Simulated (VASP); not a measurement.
# Zn: single point with revPBE

Zn:

```
Zn
1.0
     2.66225    0.00000    0.00000
     0.00000    2.66225    0.00000
     0.00000    0.00000    2.66225
Zn
1
Cartesian
  0.0000 0.0000 0.0000
```

| Quantity | Value |
| --- | --- |
| Program | VASP 6.6.1 |
| Task | single point |
| Functional | revPBE |
| Potentials or basis | VASP PAW PBE potentials, release 64 (Zn) |
| Cutoff | 520 eV |
| k mesh | 19 × 19 × 19 |
| Occupations | fermi-dirac, width 0.1 eV |
| Spin | no spin polarisation |

| Quantity | Value |
| --- | --- |
| Pressure | 0.2 GPa |
| Band gap on the k mesh | zero (band 6 reaches 6.61 eV, above the bottom of band 7 at -0.46 eV) |

Levels at points of the mesh, in eV from the Fermi level:
```csv
k point,band 2,band 3,band 4,band 5,band 6,band 7,band 8,band 9,band 10,band 11
"(0.00, 0.00, 0.00)",-7.77,-7.77,-6.70,-6.70,-6.70,11.96,11.96,11.96,14.79,14.79
```

It took 23 s on 1 thread of Intel(R) Xeon(R) Platinum 8259CL CPU @ 2.50GHz (Skylake/Cascade Lake), with other jobs on the host, peak memory 0.16 GiB.

Caveat: the PAW data sets were made with another functional, which shifts forces and pressure a little.
